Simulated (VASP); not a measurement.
PbS:

```
Pb S
1.0
     3.60428    0.00000    0.00000
     0.00000    3.60428    0.00000
     0.00000    0.00000    3.60428
Pb S
1 1
Direct
  0.00000 0.00000 0.00000
  0.50000 0.50000 0.50000
```

Base run:

* Program: VASP 6.6.1
* Functional: r2SCAN
* Potentials or basis: VASP PAW PBE potentials, release 64 (Pb_d, S)
* Cutoff: 550 eV
* k mesh: 7 × 7 × 7
* Occupations: fermi-dirac, width 0.05 eV
* Spin: no spin polarisation

Its results: band gap on the k mesh 0.21 eV, indirect (least direct gap 1.69 eV); pressure 1.9 GPa.

Question: The run is repeated on the same cell with these changes: functional from r2SCAN to PBE0; cutoff from 550 eV to 520 eV; k mesh from 7 × 7 × 7 to 4 × 4 × 4. What comes out?

Answer: Band gap on the k mesh zero (band 10 reaches 6.63 eV, above the bottom of band 11 at 5.67 eV); pressure -0.4 GPa.

Several settings changed at once, so the effect can't be laid on one alone.

Caveats: some runs use coarse meshes; the PAW data sets were made with another functional, which shifts forces and pressure a little; spin-orbit coupling is left out, which moves the levels of the heavy elements.

A k mesh can miss the band edges.
